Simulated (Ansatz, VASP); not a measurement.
**Ga3Se: VASP beside Ansatz**

The input INCAR:

```
SYSTEM = Ga3Se
PREC = Accurate ; ENCUT = 520
EDIFF = 1E-6 ; ISMEAR = 0
SIGMA = 0.1 ; LREAL = .False.
LASPH = .True. ; NELM = 100
ALGO = Normal ; ISIF = 2
LWAVE = .False. ; LCHARG = .False.
GGA = PS ; NBANDS = 30
```

File KPOINTS:

```
Automatic mesh
0
Gamma
  4 4 4
  0 0 0
```

Contents of POSCAR:

```
Ga3Se
1.0
    4.4324650000      0.0000000000      0.0000000000
    0.0000000000      4.4324650000      0.0000000000
    0.0000000000      0.0000000000      4.4324650000
Ga Se
3 1
Direct
    0.0000000000      0.5000000000      0.5000000000
    0.5000000000      0.0000000000      0.5000000000
    0.5000000000      0.5000000000      0.0000000000
    0.0000000000      0.0000000000      0.0000000000
```

Input for Ansatz:

```yaml
crystal:
  lattice:
    - [4.432465, 0.0, 0.0]
    - [0.0, 4.432465, 0.0]
    - [0.0, 0.0, 4.432465]
  atoms:
    - { symbol: Ga, position: [0.0, 0.5, 0.5] }
    - { symbol: Ga, position: [0.5, 0.0, 0.5] }
    - { symbol: Ga, position: [0.5, 0.5, 0.0] }
    - { symbol: Se, position: [0.0, 0.0, 0.0] }
basis:
  ecutwfc: 420
kpoints:
  mp_grid: { grid: [4, 4, 4] }
hamiltonian:
  xc: pbesol
scf:
  occupations: { method: gaussian, width: 0.1 }
output:
  forces: true
  stress: true
  eigenvalues: true
```

Alike in both runs: task single point; functional PBEsol; k mesh 4 × 4 × 4; occupations gaussian, width 0.1 eV; no spin polarisation.

```csv
,VASP,Ansatz
version,VASP 6.6.1,Ansatz 0.2.0
potentials or method,"VASP PAW PBE potentials, release 64 (Ga_d, Se), cutoff 520 eV","scalar-relativistic, plane waves, PAW"
valence electrons in the cell,45,55
```

|  | VASP | Ansatz | Ansatz less VASP |
| --- | --- | --- | --- |
| gap on the k mesh at the Fermi level (eV) | none | none | - |
| pressure (GPa) | -3.1 | -3.2 | -0.10 |

VASP's potentials were made for PBE, not for PBEsol. A gap of «none» marks a metal or a gap that the smearing closes. VASP's potentials hold 45 valence electrons a cell and Ansatz's 55, so a difference there can come from the potentials and not from the codes.
